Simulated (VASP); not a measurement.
Write the native input for VASP 6.6.1 that does the following.

- Task: relaxation of cell and atoms
- Functional: PBEsol
- Potentials or basis: VASP PAW PBE potentials, release 64 (Ca_sv, O)
- Cutoff: 600 eV
- k mesh: 6 × 6 × 6
- Occupations: fermi-dirac, width 0.02 eV
- Spin: no spin polarisation
- Dipole correction: no
- Further INCAR settings: ALGO = Normal; EDIFF = 1e-06; IBRION = 2; EDIFFG = -0.005; NSW = 80; ISIF = 3

The structure of CaO lies in POSCAR:

```
CaO
1.0
    4.0039163146      0.0000000000      0.0000000000
   -2.0019581573      3.4674932431      0.0000000000
    0.0000000000      0.0000000000      4.8085937088
Ca O
2 2
Direct
    0.3333333333      0.6666666667      0.2500000000
    0.6666666667      0.3333333333      0.7500000000
    0.6666666667      0.3333333333      0.2500000000
    0.3333333333      0.6666666667      0.7500000000
```

One way to write it, as run:

INCAR

```
PREC = Accurate
ENCUT = 600
EDIFF = 1E-6
ISMEAR = -1
SIGMA = 0.02
LREAL = False
LASPH = True
NELM = 60
ALGO = Normal
ISIF = 3
LWAVE = False
LCHARG = False
GGA = PS
IBRION = 2
NSW = 80
EDIFFG = -0.005
```

KPOINTS

```
regular mesh
0
Gamma
  6 6 6
```

Potentials or basis: VASP PAW PBE potentials, release 64 (Ca_sv, O).

The run is started by

```bash
$ cat potpaw_PBE.64/Ca_sv/POTCAR potpaw_PBE.64/O/POTCAR > POTCAR
$ mpirun -np 1 vasp_std > vasp.out
```

Results of the run:

| Quantity | Value |
| --- | --- |
| Relaxed volume | 16.15 Å³/atom |
| Relaxed cell | a = 3.963 Å, b = 3.963 Å, c = 4.750 Å, α = 90.00°, β = 90.00°, γ = 120.00° |
| Space group after relaxing (to 0.1 Å) | P6_3/mmc (No. 194) |
| Energy gained by relaxing | 5.0 meV/atom |
| Ionic steps | 3 |
| Pressure after relaxing | 0.0 GPa |
| Band gap on the k mesh | 3.11 eV |

Caveat: the PAW data sets were made with another functional, which shifts forces and pressure a little.

It took 3.4 min on 1 thread of Intel Xeon 8259CL, on a shared host, peak memory 0.2 GiB.
